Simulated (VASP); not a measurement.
Wanted: the native input for a VASP 6.6.1 run.

```yaml
Task: single point
Functional: PBE
Potentials_or_basis: VASP PAW PBE potentials, release 64 (Cd, Te)
Cutoff: 520 eV
k_mesh: 11 × 11 × 11
Occupations: fermi-dirac, width 0.05 eV
Spin: no spin polarisation
Dipole_correction: no
Further_INCAR_settings: ALGO = Normal; EDIFF = 1e-06; NBANDS = 16
```

The structure of CdTe (CsCl type) lies in POSCAR:

```
CdTe
1.0
    3.6277705126      0.0000000000      0.0000000000
    0.0000000000      3.6277705126      0.0000000000
    0.0000000000      0.0000000000      3.6277705126
Cd Te
1 1
Direct
    0.0000000000      0.0000000000      0.0000000000
    0.5000000000      0.5000000000      0.5000000000
```

This cell differs from its parent crystal: volume scaled by 0.88.

These files were run (other wordings do the same):

INCAR

```
SYSTEM = CdTe
PREC = Accurate ; ENCUT = 520
EDIFF = 1E-6 ; ISMEAR = -1
SIGMA = 0.05 ; LREAL = .FALSE.
LASPH = .TRUE. ; NELM = 80
ALGO = Normal ; ISIF = 2
LWAVE = .FALSE. ; LCHARG = .TRUE.
GGA = PE ; LELF = .TRUE.
LVHAR = .TRUE. ; NBANDS = 16
```

KPOINTS

```
Automatic mesh
0
G
  11 11 11
  0 0 0
```

Potentials or basis: VASP PAW PBE potentials, release 64 (Cd, Te).

Run with:

```console
$ cat potpaw_PBE.64/Cd/POTCAR potpaw_PBE.64/Te/POTCAR > POTCAR
$ mpirun -np 1 vasp_std > vasp.out
```

It gave:

```yaml
Pressure: 8.2 GPa
Band_gap_on_the_k_mesh: zero (band 9 reaches 6.72 eV, above the bottom of band 10 at 4.92 eV)
```

Caveat: spin-orbit coupling is left out, which moves the levels of the heavy elements.

It took 24 s on 1 thread of Intel(R) Xeon(R) Platinum 8259CL CPU @ 2.50GHz (Skylake/Cascade Lake), on a shared host, peak memory 0.18 GiB.
